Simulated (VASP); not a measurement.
Wanted: the native input for a VASP 6.6.1 run.

* Task: single point
* Functional: PBE
* Potentials or basis: VASP PAW PBE potentials, release 64 (Li_sv, F)
* Cutoff: 520 eV
* k mesh: 10 × 10 × 10
* Occupations: fermi-dirac, width 0.02 eV
* Spin: no spin polarisation
* Dipole correction: no
* Further INCAR settings: ALGO = Normal; EDIFF = 1e-06; NBANDS = 12

The structure of LiF (Griceite) lies in POSCAR:

```
LiF
1.0
    0.0000000000      1.8893406097      2.0787301391
    1.8893406097      0.0000000000      2.0787301391
    1.8893406097      1.8893406097      0.0000000000
Li F
1 1
Direct
    0.0000000000      0.0000000000      0.0000000000
    0.5000000000      0.5000000000      0.5000000000
```

This cell differs from its parent crystal: epitaxial xy strain -5.3%.

These files were run (other wordings do the same):

INCAR

```
PREC = Accurate ; ENCUT = 520
EDIFF = 1E-6 ; ISMEAR = -1
SIGMA = 0.02 ; LREAL = F
LASPH = T ; NELM = 100
ALGO = Normal ; ISIF = 2
LWAVE = F ; LCHARG = F
GGA = PE ; NBANDS = 12
```

KPOINTS

```
regular mesh
0
Gamma
  10 10 10
```

Potentials or basis: VASP PAW PBE potentials, release 64 (Li_sv, F).

Command:

```console
$ cat potpaw_PBE.64/Li_sv/POTCAR potpaw_PBE.64/F/POTCAR > POTCAR
$ mpirun -np 1 vasp_std > vasp.out
```

Results of the run:

- Band gap on the k mesh: 9.84 eV, direct

Caveat: the cell differs from its parent crystal (epitaxial xy strain -5.3%).

Run time: 10 s on 1 thread of Intel(R) Xeon(R) Platinum 8259CL CPU @ 2.50GHz (Skylake/Cascade Lake), on a shared host, peak memory 0.13 GiB.
